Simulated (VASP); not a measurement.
# MnO (Fm-3m) in VASP: notebook

MnO is run at these levels: PBEsol, PBE; tasks: single point.

Everything below comes from runs of VASP 6.6.1. Logs are shortened: lines on timing, memory, paths and dates and some standing lists are left out, and cuts for length are marked.

## 1. The cell of the first run

It takes space group Fm-3m (No. 225, cubic). The conventional cell has a = 4.418 Å, b = 4.418 Å, c = 4.418 Å, α = 90.00°, β = 90.00°, γ = 90.00°. Within 2.9 Å of Mn (site symmetry m-3m) lie 6 O at 2.21 Å. O (site symmetry m-3m) has 6 Mn at 2.21 Å within 2.9 Å.

## 2. Single point, PBEsol, collinear spin, ferromagnetic start (volume scaled by 0.98)

File INCAR:

```
PREC     = Accurate       # precision mode
ENCUT    = 520            # plane-wave cutoff, eV
EDIFF    = 1E-7           # SCF threshold, eV
ISMEAR   = -1             # smearing method
SIGMA    = 0.05           # smearing width, eV
LREAL    = False          # projectors in reciprocal space
LASPH    = True           # aspherical terms in the spheres
NELM     = 150            # most SCF steps
ALGO     = Normal         # electronic algorithm
ISIF     = 2              # what is computed and relaxed
LWAVE    = False          # write WAVECAR
LCHARG   = False          # write CHGCAR
ISPIN    = 2              # spin polarisation
MAGMOM   = 4 0            # initial moments
LORBIT   = 11             # projections on sites
LMAXMIX  = 4              # l up to which the mixer works
GGA      = PS             # functional
NBANDS   = 20             # bands
```

File KPOINTS:

```
regular mesh
0
Gamma
  10 10 10
```

File POSCAR:

```
MnO
1.0
    0.0000000000      2.2089816980      2.2089816980
    2.2089816980      0.0000000000      2.2089816980
    2.2089816980      2.2089816980      0.0000000000
Mn O
1 1
Direct
    0.0000000000      0.0000000000      0.0000000000
    0.5000000000      0.5000000000      0.5000000000
```

Potentials or basis: VASP PAW PBE potentials, release 64 (Mn_pv, O).

The run is started by

```sh
$ cat potpaw_PBE.64/Mn_pv/POTCAR potpaw_PBE.64/O/POTCAR > POTCAR
$ mpirun -np 1 vasp_std > vasp.out
```

OUTCAR:

```text
PREC = Accurate
   ENCUT = 520
   EDIFF = 1E-7
   ISMEAR = -1
   LREAL = False
   LASPH = True
   NELM = 150
   ISIF = 2
   ISPIN = 2
   LORBIT = 11
   GGA = PS

 ion  position               nearest neighbor table
   1  0.000  0.000  0.000-   2 2.21   2 2.21   2 2.21   2 2.21   2 2.21   2 2.21
   2  0.500  0.500  0.500-   1 2.21   1 2.21   1 2.21   1 2.21   1 2.21   1 2.21

  LATTYP: Found a face centered cubic cell.
 ALAT       =     4.4179633960

  Lattice vectors:

 A1 = (   0.0000000000,   2.2089816980,   2.2089816980)
 A2 = (   2.2089816980,   0.0000000000,   2.2089816980)
 A3 = (   2.2089816980,   2.2089816980,   0.0000000000)

Analysis of symmetry for initial positions (statically):
=====================================================================
 Subroutine PRICEL returns:
 Original cell was already a primitive cell.

 Routine SETGRP: Setting up the symmetry group for a
 face centered cubic supercell.

 Subroutine GETGRP returns: Found 48 space group operations
 (whereof 48 operations were pure point group operations)
 out of a pool of 48 trial point group operations.

The static configuration has the point symmetry O_h .

Analysis of symmetry for dynamics (positions and initial velocities):
=====================================================================
 Subroutine PRICEL returns:
 Original cell was already a primitive cell.

 Routine SETGRP: Setting up the symmetry group for a
 face centered cubic supercell.

 Subroutine GETGRP returns: Found 48 space group operations
 (whereof 48 operations were pure point group operations)
 out of a pool of 48 trial point group operations.

The dynamic configuration has the point symmetry O_h .

Analysis of structural, dynamic, and magnetic symmetry:
=====================================================================
 Subroutine PRICEL returns:
 Original cell was already a primitive cell.

 Routine SETGRP: Setting up the symmetry group for a
 face centered cubic supercell.

 Subroutine GETGRP returns: Found 48 space group operations
 (whereof 48 operations were pure point group operations)
 out of a pool of 48 trial point group operations.

The overall configuration has the point symmetry O_h .

 Subroutine INISYM returns: Found 48 space group operations
 (whereof 48 operations are pure point group operations),
 and found     1 'primitive' translations

----------------------------------------------------------------------------------------

                                     Primitive cell

  volume of cell :      21.5579

  direct lattice vectors                    reciprocal lattice vectors
     0.000000000  2.208981698  2.208981698    -0.226348639  0.226348639  0.226348639
     2.208981698  0.000000000  2.208981698     0.226348639 -0.226348639  0.226348639
     2.208981698  2.208981698  0.000000000     0.226348639  0.226348639 -0.226348639

  length of vectors
     3.123971876  3.123971876  3.123971876     0.392047342  0.392047342  0.392047342

  position of ions in fractional coordinates (direct lattice)
     0.000000000  0.000000000  0.000000000
     0.500000000  0.500000000  0.500000000

  ion indices of the primitive-cell ions
   primitive index   ion index
                 1           1
                 2           2

----------------------------------------------------------------------------------------

 KPOINTS: regular mesh

Automatic generation of k-mesh.
 Grid dimensions read from file:
 generate k-points for:   10   10   10

 Generating k-lattice:

  Cartesian coordinates                     Fractional coordinates (reciprocal lattice)
    -0.022634864  0.022634864  0.022634864     0.100000000  0.000000000  0.000000000
     0.022634864 -0.022634864  0.022634864     0.000000000  0.100000000  0.000000000
     0.022634864  0.022634864 -0.022634864     0.000000000  0.000000000  0.100000000

  Length of vectors
     0.039204734  0.039204734  0.039204734

  Shift w.r.t. Gamma in fractional coordinates (k-lattice)
     0.000000000  0.000000000  0.000000000

 Subroutine IBZKPT returns following result:
 ===========================================

 Found     47 irreducible k-points:

 Following reciprocal coordinates:
            Coordinates               Weight
  0.000000  0.000000  0.000000      1.000000
  0.100000  0.000000  0.000000      8.000000
  0.200000  0.000000  0.000000      8.000000
  0.300000  0.000000  0.000000      8.000000
  0.400000  0.000000  0.000000      8.000000
  0.500000  0.000000  0.000000      4.000000
[... 16 lines left out ...]
  0.300000  0.300000  0.000000      6.000000
  0.400000  0.300000  0.000000     24.000000
 [... further k-points ...]
   k-points           NKPTS =     47   k-points in BZ     NKDIM =     47   number of bands    NBANDS=     20
   number of dos      NEDOS =    301   number of ions     NIONS =      2
   total plane-waves  NPLWV =  13824
   dimension x,y,z NGX =    24 NGY =   24 NGZ =   24
   dimension x,y,z NGXF=    48 NGYF=   48 NGZF=   48
   ions per type =               1   1
   NGX,Y,Z   is equivalent  to a cutoff of  12.77, 12.77, 12.77 a.u.
   NGXF,Y,Z  is equivalent  to a cutoff of  25.54, 25.54, 25.54 a.u.
 SYSTEM =  unknown system
   PREC   = accura    normal or accurate (medium, high low for compatibility)
   ISTART =      0    job   : 0-new  1-cont  2-samecut
   ICHARG =      2    charge: 1-file 2-atom 10-const
   ISPIN  =      2    spin polarized calculation?
   LNONCOLLINEAR =      F non collinear calculations
   LSORBIT =      F    spin-orbit coupling
   LASPH  =      T    aspherical Exc in radial PAW
   ENCUT  =  520.0 eV  38.22 Ry    6.18 a.u.   5.81  5.81  5.81*2*pi/ulx,y,z
   NELM   =    150;   NELMIN=  2; NELMDL= -5     # of ELM steps
   EDIFF  = 0.1E-06   stopping-criterion for ELM
   LREAL  =      F    real-space projection
   EDIFFG = 0.1E-05   stopping-criterion for IOM
   NSW    =      0    number of steps for IOM
   IBRION =     -1    ionic relax: 0-MD 1-quasi-New 2-CG
   NFREE  =      0    steps in history (QN), initial steepest desc. (CG)
   ISIF   =      2    stress and relaxation
   ISYM   =      2    0-nonsym 1-usesym 2-fastsym
   POTIM  = 0.5000    time-step for ionic-motion
   TEBEG  =    0.0;   TEEND  =   0.0 temperature during run
   PSTRESS=    0.0 pullay stress
   NELECT =      19.0000    total number of electrons
   NUPDOWN=      -1.0000    fix difference up-down
   EMIN   =  10.00;   EMAX   =-10.00  energy-range for DOS
   EFERMI =   0.00;   METHOD = LEGACY
   ISMEAR =    -1;   SIGMA  =   0.05  broadening in eV -4-tet -1-fermi 0-gaus
   EFERMI_NEDOS =   21; number of points for ismear=-14 and -15
   IALGO  =     38    algorithm
   IMIX   =      4    mixing-type and parameters
     AMIX     =   0.40;   BMIX     =  1.00
     AMIX_MAG =   1.60;   BMIX_MAG =  1.00
  volume/ion in A,a.u.               =      10.78        72.74
  Fermi-wavevector in a.u.,A,eV,Ry     =   1.569606  2.966125 33.520159  2.463662
  Thomas-Fermi vector in A             =   2.671463
   LORBIT       =     11    0 simple, 1 ext, 2 COOP (PROOUT), +10 PAW based schemes
   GGA     = PS    functional components
   LHFCALC =     F    Hartree Fock is set to
   AEXX    =    0.0000 exact exchange contribution
   IVDW    =     0    specifies the selected vdW correction
   LEPSILON=     F    determine dielectric tensor
   LRPA    =     F    only Hartree local field effects (RPA)
 spin polarized calculation
  energy-cutoff  :      520.00
  volume of cell :       21.56
 maximum number of plane-waves:       589
   NGX = 11   NGY = 11   NGZ = 11

 number of electron      18.9999996 magnetization       4.6859174

 Free energy of the ion-electron system (eV)
  ---------------------------------------------------
  ext. energy  EPLUGINS =         0.00000000
  ---------------------------------------------------
  free energy    TOTEN  =       -17.23283148 eV

  energy without entropy =      -17.22219703  energy(sigma->0) =      -17.22751426

 E-fermi :   7.6391     XC(G=0): -12.2155

 val. band max:        7.6324339526   @ k =   0.2000   0.2000   0.0000
 cond. band min:       7.6413188918   @ k =  -0.4000   0.2000   0.0000
 fundamental gap:      0.0088849393
 Fermi energy:         7.6390525225

 spin component 1

 k-point     1 :       0.0000    0.0000    0.0000
  band No.  band energies     occupation
      1     -42.5451      1.00000
      2     -42.5451      1.00000
      3     -42.5451      1.00000
      4     -12.7692      1.00000
      5       3.7515      1.00000
      6       3.7515      1.00000
[... 12 lines left out ...]
     19      27.5743      0.00000
     20      27.5743      0.00000
[... 507 lines left out ...]
 k-point    24 :       0.4000    0.3000    0.0000
  band No.  band energies     occupation
      1     -42.5969      1.00000
      2     -42.5670      1.00000
      3     -42.5650      1.00000
      4     -11.8921      1.00000
      5       0.2496      1.00000
      6       2.2033      1.00000
[... 12 lines left out ...]
     19      32.5314      0.00000
     20      34.2043      0.00000

 [... further k-points ...]

 spin component 2

 k-point     1 :       0.0000    0.0000    0.0000
  band No.  band energies     occupation
      1     -38.0051      1.00000
      2     -38.0051      1.00000
      3     -38.0051      1.00000
      4     -12.3052      1.00000
      5       4.1682      1.00000
      6       4.1682      1.00000
[... 12 lines left out ...]
     19      29.7980      0.00000
     20      29.7980      0.00000
[... 507 lines left out ...]
 k-point    24 :       0.4000    0.3000    0.0000
  band No.  band energies     occupation
      1     -38.0699      1.00000
      2     -38.0321      1.00000
      3     -38.0295      1.00000
      4     -11.4512      1.00000
      5       1.0477      1.00000
      6       2.9956      1.00000
[... 12 lines left out ...]
     19      33.6243      0.00000
     20      35.2520      0.00000

 [... further k-points ...]

------------------------ aborting loop because EDIFF is reached ----------------------------------------

  FORCE on cell =-STRESS in cart. coord.  units (eV):
  Direction    XX          YY          ZZ          XY          YZ          ZX
  --------------------------------------------------------------------------------------
  -------------------------------------------------------------------------------------
  Total       -0.7336682     -0.7336682     -0.7336682      0.0000000      0.0000000      0.0000000
  in kB      -54.5260346    -54.5260346    -54.5260346      0.0000000      0.0000000      0.0000000
  external PRESSURE =     -54.5260346 kB  Pullay stress =       0.0000000 kB

 VOLUME and BASIS-vectors are now :
 -----------------------------------------------------------------------------
  energy-cutoff  :      520.00
  volume of cell :       21.56
      direct lattice vectors                 reciprocal lattice vectors
     0.000000000  2.208981698  2.208981698    -0.226348639  0.226348639  0.226348639
     2.208981698  0.000000000  2.208981698     0.226348639 -0.226348639  0.226348639
     2.208981698  2.208981698  0.000000000     0.226348639  0.226348639 -0.226348639

 POSITION                                       TOTAL-FORCE (eV/Angst)
 -----------------------------------------------------------------------------------
      0.00000      0.00000      0.00000         0.000000      0.000000     -0.000000
      2.20898      2.20898      2.20898         0.000000      0.000000      0.000000
 -----------------------------------------------------------------------------------
    total drift:                                0.000000     -0.000000     -0.000000

  FREE ENERGIE OF THE ION-ELECTRON SYSTEM (eV)
  ---------------------------------------------------
  free  energy   TOTEN  =       -17.2328314825 eV

  energy  without entropy=      -17.2221970326  energy(sigma->0) =      -17.22751426

 total charge

# of ion       s       p       d       tot
------------------------------------------
    1        0.208   6.186   4.986  11.380
    2        1.557   3.397   0.000   4.954
--------------------------------------------------
tot          1.765   9.583   4.986  16.333

 magnetization (x)

# of ion       s       p       d       tot
------------------------------------------
    1        0.033   0.026   4.199   4.258
    2        0.030   0.162   0.000   0.192
--------------------------------------------------
tot          0.063   0.188   4.199   4.450
```

It took 30 s on 1 thread of Intel Xeon 6975P-C, shared host; peak memory 0.17 GiB.

What came out:

- Free energy: -17.2328 eV
- Pressure: -5.5 GPa
- Net moment: 4.69 μB per cell
- Site moments: Mn +4.26; O +0.19 μB
- Valence electrons inside the program's atomic spheres: Mn 11.38; O 4.95

Levels at points of the mesh, in eV from the Fermi level:
Spin up:
| k point | band 10 | band 11 | band 12 | band 13 | band 14 | band 15 |
| --- | --- | --- | --- | --- | --- | --- |
| (0.00, 0.00, 0.00) | -3.23 | -2.69 | -2.69 | -0.53 | 13.83 | 16.33 |
| (0.50, 0.00, 0.00) | -1.84 | 0.27 | 0.27 | 3.37 | 7.81 | 11.85 |
| (0.50, 0.50, 0.00) | -1.99 | -1.99 | -1.85 | 5.04 | 7.81 | 10.38 |
Spin down:
```tsv
k point	band 3	band 4	band 5	band 6	band 7	band 8	band 9	band 10	band 11	band 12
(0.00, 0.00, 0.00)	-45.64	-19.94	-3.47	-3.47	-3.47	0.62	0.62	0.62	0.74	1.28
(0.50, 0.00, 0.00)	-45.65	-18.93	-7.60	-5.01	-5.01	1.86	1.90	1.90	3.64	3.64
(0.50, 0.50, 0.00)	-45.68	-18.97	-6.62	-4.47	-4.47	-1.03	1.89	2.13	2.35	2.35
```

Caveat: the PAW data sets were made with another functional, which shifts forces and pressure a little; a cell with one magnetic atom can't hold antiferromagnetic order, which such compounds often take; semilocal functionals often make such compounds metallic where correlation or magnetic order opens a gap, which also shifts bond lengths.

## 3. Single point, PBE, collinear spin, ferromagnetic start (volume scaled by 1.02)

INCAR, as its differences from that of step 2:

```diff
@@ -16,3 +16,3 @@
 LMAXMIX  = 4              # l up to which the mixer works
-GGA      = PS             # functional
+GGA      = PE             # functional
 NBANDS   = 20             # bands
```

KPOINTS is that of step 2.

File POSCAR:

```
MnO
1.0
    0.0000000000      2.2386359976      2.2386359976
    2.2386359976      0.0000000000      2.2386359976
    2.2386359976      2.2386359976      0.0000000000
Mn O
1 1
Direct
    0.0000000000      0.0000000000      0.0000000000
    0.5000000000      0.5000000000      0.5000000000
```

Potentials or basis: VASP PAW PBE potentials, release 64 (Mn_pv, O).

The run is started by

```sh
$ cat potpaw_PBE.64/Mn_pv/POTCAR potpaw_PBE.64/O/POTCAR > POTCAR
$ mpirun -np 1 vasp_std > vasp.out
```

It took 31 s on 1 thread of Intel Xeon 6975P-C, shared host; peak memory 0.17 GiB.

Results (log left out):

| Quantity | Value |
| --- | --- |
| Free energy | -16.4038 eV |
| Pressure | -2.4 GPa |
| Net moment | 4.81 μB per cell |
| Site moments | Mn +4.37; O +0.20 μB |
| Valence electrons inside the program's atomic spheres | Mn 11.33; O 4.97 |

Levels at points of the mesh, in eV from the Fermi level:
Spin up:
```csv
k point,band 10,band 11,band 12,band 13,band 14,band 15
"(0.00, 0.00, 0.00)",-3.16,-2.65,-2.65,-0.57,13.95,16.20
"(0.50, 0.00, 0.00)",-1.87,0.18,0.18,3.47,7.59,11.77
"(0.50, 0.50, 0.00)",-2.04,-2.04,-1.93,4.91,7.74,10.33
```
Spin down:
```
           k point  band 3  band 4  band 5  band 6  band 7  band 8  band 9  band 10  band 11  band 12
(0.00, 0.00, 0.00)  -45.65  -19.61   -3.23   -3.23   -3.23    0.76    0.84     0.84     0.84     1.44
(0.50, 0.00, 0.00)  -45.66  -18.70   -7.15   -4.66   -4.66    1.98    2.02     2.02     3.63     3.63
(0.50, 0.50, 0.00)  -45.67  -18.72   -6.23   -4.18   -4.18   -0.69    2.01     2.17     2.44     2.44
```

Caveat: a cell with one magnetic atom can't hold antiferromagnetic order, which such compounds often take; semilocal functionals often make such compounds metallic where correlation or magnetic order opens a gap, which also shifts bond lengths.

## 4. Single point, PBEsol, collinear spin, ferromagnetic start (volume scaled by 1.02)

File INCAR:

```
  PREC = Accurate
  ENCUT = 520
  EDIFF = 1E-6
  ISMEAR = -1
  SIGMA = 0.05
  LREAL = False
  LASPH = True
  NELM = 150
  ALGO = Normal
  ISIF = 2
  LWAVE = False
  LCHARG = False
  ISPIN = 2
  MAGMOM = 4 0
  LORBIT = 11
  LMAXMIX = 4
  GGA = PS
  NBANDS = 20
```

KPOINTS is that of step 3.

POSCAR is that of step 3.

The run is started by

```sh
$ cat potpaw_PBE.64/Mn_pv/POTCAR potpaw_PBE.64/O/POTCAR > POTCAR
$ mpirun -np 1 vasp_std > vasp.out
```

Wall time 27 s (1 thread of Intel Xeon 6975P-C, shared host); peak memory 0.17 GiB.

Results (log left out):

```yaml
Free_energy: -17.1953 eV
Pressure: -9.1 GPa
Net_moment: 4.80 μB per cell
Site_moments: Mn +4.35; O +0.20 μB
Valence_electrons_inside_the_program's_atomic_spheres: Mn 11.34; O 4.94
```

Levels at points of the mesh, in eV from the Fermi level:
Spin up:
| k point | band 8 | band 9 | band 10 | band 11 | band 12 | band 13 | band 14 | band 15 | band 16 | band 17 |
| --- | --- | --- | --- | --- | --- | --- | --- | --- | --- | --- |
| (0.00, 0.00, 0.00) | -3.16 | -3.16 | -3.16 | -2.66 | -2.66 | -0.66 | 13.74 | 16.03 | 16.03 | 16.03 |
| (0.50, 0.00, 0.00) | -2.29 | -2.29 | -1.86 | 0.20 | 0.20 | 3.32 | 7.52 | 11.61 | 11.61 | 18.07 |
| (0.50, 0.50, 0.00) | -4.15 | -2.24 | -2.02 | -2.02 | -1.91 | 4.79 | 7.63 | 10.18 | 13.33 | 13.33 |
Spin down:
| k point | band 4 | band 5 | band 6 | band 7 | band 8 | band 9 | band 10 | band 11 |
| --- | --- | --- | --- | --- | --- | --- | --- | --- |
| (0.00, 0.00, 0.00) | -19.54 | -3.22 | -3.22 | -3.22 | 0.65 | 0.78 | 0.78 | 0.78 |
| (0.50, 0.00, 0.00) | -18.61 | -7.21 | -4.68 | -4.68 | 1.94 | 1.98 | 1.98 | 3.62 |
| (0.50, 0.50, 0.00) | -18.63 | -6.27 | -4.19 | -4.19 | -0.77 | 1.98 | 2.15 | 2.41 |

Caveat: the PAW data sets were made with another functional, which shifts forces and pressure a little; a cell with one magnetic atom can't hold antiferromagnetic order, which such compounds often take; semilocal functionals often make such compounds metallic where correlation or magnetic order opens a gap, which also shifts bond lengths.

## 5. Overview

```tsv
level	cell	gap on the mesh (eV)	pressure (GPa)	moment (μB)
PBEsol	a = 3.124 Å, angles 60.0°, 2 atoms	none	-5.5	4.69
PBE	a = 3.166 Å, angles 60.0°, 2 atoms	none	-2.4	4.81
PBEsol	a = 3.166 Å, angles 60.0°, 2 atoms	none	-9.1	4.80
```

Alike in all rows: task single point; potentials or basis VASP PAW PBE potentials, release 64 (Mn_pv, O); spin collinear, ferromagnetic start; k mesh 10 × 10 × 10; cutoff (eV) 520; smearing fermi-dirac 0.05 eV.

Caveats: a cell with one magnetic atom can't hold antiferromagnetic order, which such compounds often take; semilocal functionals often make such compounds metallic where correlation or magnetic order opens a gap, which also shifts bond lengths; the PAW data sets were made with another functional, which shifts forces and pressure a little (some runs).

Total energies depend on the potentials used, so only differences within one code and one set of settings carry meaning.
